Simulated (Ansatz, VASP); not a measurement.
**Sb2Te4O: VASP beside Ansatz**

```
CELL_PARAMETERS angstrom
4.49835 0.00000 0.00000
0.00000 4.49835 0.00000
0.00000 0.00000 9.03505
ATOMIC_POSITIONS crystal
Sb 0.00000 0.50000 0.28736
Sb 0.50000 0.00000 0.71264
Te 0.50000 0.00000 0.38781
Te 0.00000 0.50000 0.61219
Te 0.50000 0.50000 0.00000
Te 0.00000 0.00000 0.00000
O 0.50000 0.50000 0.50000
```

Change from the starting cell: species swapped into the Eu2CuTe4 type (P-4m2, No. 115).

Alike in both runs: functional PBE; k mesh 3 × 3 × 2; occupations gaussian, width 0.15 eV; no spin polarisation.

Ansatz relaxed the structure, and its values are those at the end. VASP's run is a single point on that final structure, the one shown.

```csv
,VASP,Ansatz
version,VASP 6.6.1,Ansatz 0.2.0
potentials or method,"VASP PAW PBE potentials, release 64 (Sb, Te, O), cutoff 600 eV","scalar-relativistic, plane waves, PAW"
valence electrons in the cell,40,100
```

Ansatz gave:

| Quantity | Value |
| --- | --- |
| gap on the k mesh at the Fermi level (eV) | none |
| pressure (GPa) | -0.2 |
| rms of the force components (eV/Å) | 0.021 |

Question: Estimate VASP's values.

Answer: gap on the k mesh at the Fermi level (eV): none; pressure (GPa): -0.4; rms of the force components (eV/Å): 0.024.

A gap of «none» marks a metal or a gap that the smearing closes. VASP's potentials hold 40 valence electrons a cell and Ansatz's 100, so a difference there can come from the potentials and not from the codes.

The k mesh is coarse, so the values compare programs but aren't converged. Neither program's run includes spin-orbit coupling.
